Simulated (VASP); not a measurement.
Set up this calculation in VASP 6.6.1, as the native input.

```
Task                   : single point
Functional             : PBE
Potentials or basis    : VASP PAW PBE potentials, release 64 (Ge_d)
Cutoff                 : 520 eV
k mesh                 : 11 × 11 × 6
Occupations            : fermi-dirac, width 0.05 eV
Spin                   : no spin polarisation
Dipole correction      : no
Further INCAR settings : ALGO = Normal; EDIFF = 1e-07; NBANDS = 36
```

The structure of Ge lies in POSCAR:

```
Ge
1.0
    4.0775375600      0.0000000000      0.0000000000
   -2.0387687800      3.5312511118      0.0000000000
    0.0000000000      0.0000000000      6.5993779500
Ge
4
Direct
    0.6666666667      0.3333333333      0.0629012500
    0.3333333333      0.6666666667      0.5629012500
    0.6666666667      0.3333333333      0.4370987500
    0.3333333333      0.6666666667      0.9370987500
```

This isn't the form of Ge at room conditions, which is diamond.

This cell differs from its parent crystal: equal xx and yy strain of +2 %.

One way to write it, as run:

INCAR

```
PREC = Accurate ; ENCUT = 520
EDIFF = 1E-7 ; ISMEAR = -1
SIGMA = 0.05 ; LREAL = False
LASPH = True ; NELM = 80
ALGO = Normal ; ISIF = 2
LWAVE = False ; LCHARG = True
GGA = PE ; LELF = True
LVHAR = True ; NBANDS = 36
```

KPOINTS

```
Automatic mesh
0
Gamma
  11 11 6
```

Potentials or basis: VASP PAW PBE potentials, release 64 (Ge_d).

Launch:

```console
$ cat potpaw_PBE.64/Ge_d/POTCAR > POTCAR
$ mpirun -np 1 vasp_std > vasp.out
```

Results of the run:

- Pressure: 0.3 GPa
- Largest force: 0.183 eV/Å
- Band gap on the k mesh: zero (bands 28 and 29 overlap by 0.01 eV)

Caveat: the cell differs from its parent crystal (equal xx and yy strain of +2 %); semilocal functionals underestimate gaps, so a narrow gap can read as zero.

Run time: 2 min on 1 thread of Intel(R) Xeon(R) Platinum 8488C (Sapphire Rapids), with other jobs on the host, peak memory 0.29 GiB.
